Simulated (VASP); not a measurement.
Input of a VASP 6.6.1 run:

INCAR

```
SYSTEM = Li2IF
PREC     = Accurate       ! precision mode
ENCUT    = 520            ! plane-wave cutoff, eV
EDIFF    = 1E-6           ! SCF threshold, eV
ISMEAR   = 0              ! smearing method
SIGMA    = 0.01           ! smearing width, eV
LREAL    = .False.        ! projectors in reciprocal space
LASPH    = .True.         ! aspherical terms in the spheres
NELM     = 60             ! most SCF steps
ALGO     = Normal         ! electronic algorithm
ISIF     = 2              ! what is computed and relaxed
LWAVE    = .False.        ! write WAVECAR
LCHARG   = .False.        ! write CHGCAR
GGA      = PE             ! functional
NBANDS   = 18             ! bands
```

The input KPOINTS:

```
regular mesh
0
Gamma
  4 4 4
  0 0 0
```

Contents of POSCAR:

```
Li2IF
1.0
    1.8859540695      1.0888560897      5.7251745130
   -1.8859540695      1.0888560897      5.7251745130
    0.0000000000     -2.1777121794      5.7251745130
F I Li
1 1 2
Direct
    1.0000000000      0.0000000000      0.0000000000
    0.5000000000      0.5000000000      0.5000000000
    0.2720042941      0.2720042941      0.2720042941
    0.7279957059      0.7279957059      0.7279957059
```

Potentials or basis: VASP PAW PBE potentials, release 64 (F, I, Li_sv).

Run with:

```bash
$ cat potpaw_PBE.64/F/POTCAR potpaw_PBE.64/I/POTCAR potpaw_PBE.64/Li_sv/POTCAR > POTCAR
$ mpirun -np 1 vasp_std > vasp.out
```

Problem. What does it give for the largest force?

Solution. 0.011 eV/Å.

Problem. Predict the band gap on the k mesh.

Solution. 2.02 eV, direct.

Forces on the atoms (eV/Å):
```
F    0.000  0.000  0.000
I    0.000  0.000  0.000
Li   0.000  0.000 -0.011
Li   0.000  0.000  0.011
```

Caveat: the k points lie up to 0.49 Å⁻¹ apart; spin-orbit coupling is left out, which moves the levels of the heavy elements.
